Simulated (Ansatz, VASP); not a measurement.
# Two plane-wave programs on Si2W

INCAR

```
PREC = Accurate
ENCUT = 520
EDIFF = 1E-8
ISMEAR = -1
SIGMA = 0.03
LREAL = False
LASPH = True
NELM = 100
ALGO = Normal
ISIF = 2
LWAVE = False
LCHARG = False
GGA = PS
LEFG = True
NBANDS = 18
```

KPOINTS

```
regular mesh
0
Gamma
  18 18 18
```

The input POSCAR:

```
Si2W
1.0
   -1.5842946366      1.5842946366      3.8867502291
    1.5842946366     -1.5842946366      3.8867502291
    1.5842946366      1.5842946366     -3.8867502291
Si W
2 1
Direct
    0.3330000000      0.3330000000      0.0000000000
    0.6670000000      0.6670000000      0.0000000000
    0.0000000000      0.0000000000      0.0000000000
```

Input for Ansatz:

```yaml
crystal:
  lattice:
    - [-1.5842946366, 1.5842946366, 3.8867502291]
    - [1.5842946366, -1.5842946366, 3.8867502291]
    - [1.5842946366, 1.5842946366, -3.8867502291]
  atoms:
    - { symbol: Si, position: [0.333, 0.333, 0.0] }
    - { symbol: Si, position: [0.667, 0.667, 0.0] }
    - { symbol: W, position: [0.0, 0.0, 0.0] }
kpoints:
  mp_grid: { grid: [18, 18, 18] }
scf:
  occupations: { method: fermi_dirac, width: 0.03 }
hamiltonian:
  xc: pbesol
  pseudopotentials: { kind: paw }
output:
  forces: true
  stress: true
  eigenvalues: true
  efg: { contact_densities: true }
```

Change from the starting cell: volume scaled by 0.96, PAW files.

Alike in both runs: task electric field gradients; functional PBEsol; k mesh 18 × 18 × 18; occupations fermi-dirac, width 0.03 eV; no spin polarisation.

```csv
,VASP,Ansatz
version,VASP 6.6.1,Ansatz 0.2.0
potentials or method,"VASP PAW PBE potentials, release 64 (Si, W_sv)","PAW with Ansatz's default frozen-core files, scalar-relativistic"
plane-wave cutoff (eV),520,420
valence electrons in the cell,22,22
```

Ansatz gave:

```
pressure (GPa)                                                : 6.3
traceless stress, the component that is largest in VASP (GPa) : -1.03
rms of the force components (eV/Å)                            : 0.091
size of Vzz on the site where it differs most (V/Å²)          : 159.0
```

Problem. What did VASP give for the same quantities?

Solution. Pressure (GPa): 6.7; traceless stress, the component that is largest in VASP (GPa): -1.06; rms of the force components (eV/Å): 0.089; size of Vzz on the site where it differs most (V/Å²): 137.0.

VASP's potentials were made for PBE, not for PBEsol. Atom by atom the forces differ by 0.002 eV/Å (rms over components).

Spin-orbit coupling is off throughout.
